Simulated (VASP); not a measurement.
Here is a VASP 6.6.1 calculation.

Contents of INCAR:

```
ALGO     = Fast           # electronic algorithm
EDIFF    = 1E-6           # SCF threshold, eV
ENCUT    = 520            # plane-wave cutoff, eV
GGA      = PS             # functional
ISIF     = 2              # what is computed and relaxed
ISMEAR   = 0              # smearing method
LASPH    = True           # aspherical terms in the spheres
LCHARG   = True           # write CHGCAR
LELF     = True           # ELF
LREAL    = False          # projectors in reciprocal space
LVHAR    = True         
LWAVE    = False          # write WAVECAR
NBANDS   = 14             # bands
NELM     = 60             # most SCF steps
PREC     = Accurate       # precision mode
SIGMA    = 0.15           # smearing width, eV
```

File KPOINTS:

```
k-points
0
Gamma
  18 18 10
```

The input POSCAR:

```
TiAl
1.0
    2.7906000000      0.0000000000      0.0000000000
   -1.3953000000      2.4167304918      0.0000000000
    0.0000000000      0.0000000000      4.9887000000
Ti Al
1 1
Direct
    0.0000000000      0.0000000000      0.0000000000
    0.3333333333      0.6666666667      0.5000000000
```

Potentials or basis: VASP PAW PBE potentials, release 64 (Ti_sv, Al).

Command:

```bash
$ cat potpaw_PBE.64/Ti_sv/POTCAR potpaw_PBE.64/Al/POTCAR > POTCAR
$ mpirun -np 1 vasp_std > vasp.out
```

**Question.** Estimate the pressure.

**Answer.** -3.9 GPa.

Stress tensor (GPa, compression positive):
```
  1.36   0.00   0.00
  0.00   1.36   0.00
  0.00   0.00 -14.44
```

Caveat: the PAW data sets were made with another functional, which shifts forces and pressure a little.
